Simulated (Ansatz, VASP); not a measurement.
# One calculation of KBr, two programs

Contents of POSCAR:

```
KBr
1.0
    4.0434990000      0.0000000000      0.0000000000
    0.0000000000      4.0434990000      0.0000000000
    0.0000000000      0.0000000000      4.0434990000
Br K
1 1
Direct
    0.5000000000      0.5000000000      0.5000000000
    0.0000000000      0.0000000000      0.0000000000
```

File INCAR.step1:

```
PREC = Accurate
ENCUT = 520
EDIFF = 1E-6
ISMEAR = -5
SIGMA = 0.05
LREAL = F
LASPH = T
NELM = 150
ALGO = Normal
ISIF = 2
LWAVE = F
LCHARG = T
ISPIN = 2
MAGMOM = 3 2
GGA = PE
IVDW = 13
NBANDS = 19
```

Contents of KPOINTS.step1:

```
regular mesh
0
Gamma
  7 7 7
```

The input INCAR.step2:

```
PREC = Accurate
ENCUT = 520
EDIFF = 1E-6
ISMEAR = -5
SIGMA = 0.05
LREAL = F
LASPH = T
NELM = 150
ALGO = Normal
ISIF = 2
LWAVE = F
LCHARG = F
ISPIN = 2
MAGMOM = 3 2
LORBIT = 11
GGA = PE
IVDW = 13
NEDOS = 2001
ICHARG = 11
```

The input KPOINTS.step2:

```
regular mesh
0
Gamma
  11 11 11
```

File input.yaml:

```yaml
crystal:
  lattice:
    - [4.043499, 0.0, 0.0]
    - [0.0, 4.043499, 0.0]
    - [0.0, 0.0, 4.043499]
  atoms:
    - { symbol: Br, position: [0.5, 0.5, 0.5], spin: 3.0 }
    - { symbol: K, position: [0.0, 0.0, 0.0], spin: 2.0 }
hamiltonian:
  xc: pbe
  pseudopotentials: { kind: paw }
  dispersion: d4
kpoints:
  mp_grid: { grid: [7, 7, 7] }
scf:
  occupations: { method: tetrahedron }
  n_extra_bands: 6
output:
  forces: true
  stress: true
  dos: { projected: true, de: 0.05, nscf_kmesh: { grid: [11, 11, 11] } }
magnetization:
  spin_polarized: true
```

Alike in both runs: functional PBE; dispersion D4; k mesh 7 × 7 × 7; occupations tetrahedron; collinear spin.

```csv
,VASP,Ansatz
version,VASP 6.6.1,Ansatz 0.2.0
potentials or method,"VASP PAW PBE potentials, release 64 (Br, K_sv)",Ansatz PAW
plane-wave cutoff (eV),520,420
valence electrons in the cell,16,16
task,density of states,projected density of states
```

|  | VASP | Ansatz | Ansatz less VASP |
| --- | --- | --- | --- |
| net moment per atom (μB) | 0.00 | 0.00 | 0.000 |

Noted on Ansatz's run: odd divisions of the mesh miss points on the zone boundary, where band edges often lie, so the gap on the mesh can be too wide.
